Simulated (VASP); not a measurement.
TiO2: single point with PBE

TiO2:

```
CELL_PARAMETERS angstrom
4.56897 0.00000 0.00000
0.00000 4.56897 0.00000
0.00000 0.00000 2.93935
ATOMIC_POSITIONS crystal
Ti 0.00000 0.00000 0.50000
Ti 0.50000 0.50000 0.00000
O 0.30432 0.30432 0.50000
O 0.19568 0.80432 0.00000
O 0.80432 0.19568 0.00000
O 0.69568 0.69568 0.50000
```

```json
{
 "Program": "VASP 6.6.1",
 "Task": "single point",
 "Functional": "PBE",
 "Potentials or basis": "VASP PAW PBE potentials, release 64 (Ti_sv, O)",
 "Cutoff": "520 eV",
 "k mesh": "6 × 6 × 9",
 "Occupations": "fermi-dirac, width 0.05 eV",
 "Spin": "no spin polarisation"
}
```

```
Pressure               : 10.1 GPa
Largest force          : 0.119 eV/Å
Band gap on the k mesh : 1.89 eV, direct
```

Forces in eV/Å, atoms in the order of the input:
```
Ti   0.000  0.000  0.000
Ti   0.000  0.000  0.000
O   -0.084 -0.084  0.000
O    0.084 -0.084  0.000
O   -0.084  0.084  0.000
O    0.084  0.084  0.000
```

Stress tensor (GPa, compression positive):
```
 9.89  0.00  0.00
 0.00  9.89  0.00
 0.00  0.00 10.64
```

Levels at points of the mesh, in eV from the valence-band top:
```csv
k point,band 20,band 21,band 22,band 23,band 24,band 25,band 26,band 27,band 28,band 29
"(0.00, 0.00, 0.00)",-2.00,-0.71,-0.46,-0.46,0.00,1.89,2.19,2.44,2.54,2.54
"(0.50, 0.00, 0.00)",-3.10,-1.67,-1.67,-0.76,-0.76,2.58,2.58,3.09,3.09,3.63
"(0.50, 0.50, 0.00)",-2.24,-1.32,-1.32,-1.08,-1.08,1.93,1.93,2.56,2.56,3.91
```

Wall time 88 s on 1 thread of Intel(R) Xeon(R) Platinum 8259CL CPU @ 2.50GHz (Skylake/Cascade Lake), with other jobs on the host, peak memory 0.22 GiB.

A k mesh can miss the band edges. A hybrid or GW would open this gap; PBE tends to underestimate it.
